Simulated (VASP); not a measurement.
Crystal: AlSn.

```
CELL_PARAMETERS angstrom
4.19811 0.00000 0.00000
-2.09905 3.63567 0.00000
0.00000 0.00000 3.30685
ATOMIC_POSITIONS crystal
Sn 0.33333 0.66667 0.50000
Al 0.00000 0.00000 0.00000
```

```yaml
Program: VASP 6.6.1
Task: relaxation of cell and atoms
Functional: LDA
Potentials_or_basis: VASP PAW LDA potentials, release 64 (Sn_d, Al)
Cutoff: 600 eV
k_mesh: 7 × 7 × 8
Occupations: fermi-dirac, width 0.05 eV
Spin: no spin polarisation
```

At the start: pressure -3.0 GPa; volume 25.24 Å³/atom.

Where does the relaxation end?

Over 8 steps the energy falls by 14.4 meV/atom and the volume is 23.78 Å³/atom (-5.8 %); space group P-6m2 (No. 187, to 0.05 Å).

Step by step:
```csv
step,energy change (eV),largest force (eV/Å),pressure (GPa),volume (Å³)
1,0.0000,0.0000,-3.03,50.47
2,-0.0267,0.0000,0.74,47.07
3,-0.0280,0.0000,0.01,47.64
4,-0.0280,0.0000,-0.11,47.70
5,-0.0287,0.0000,-0.06,47.64
6,-0.0288,0.0000,-0.08,47.61
7,-0.0288,0.0000,-0.06,47.62
8,-0.0288,0.0000,0.04,47.55
```

Final structure:
```
CELL_PARAMETERS angstrom
4.10457 0.00000 0.00000
-2.05229 3.55466 0.00000
0.00000 0.00000 3.25921
ATOMIC_POSITIONS crystal
Sn 0.33333 0.66667 0.50000
Al 0.00000 0.00000 0.00000
```
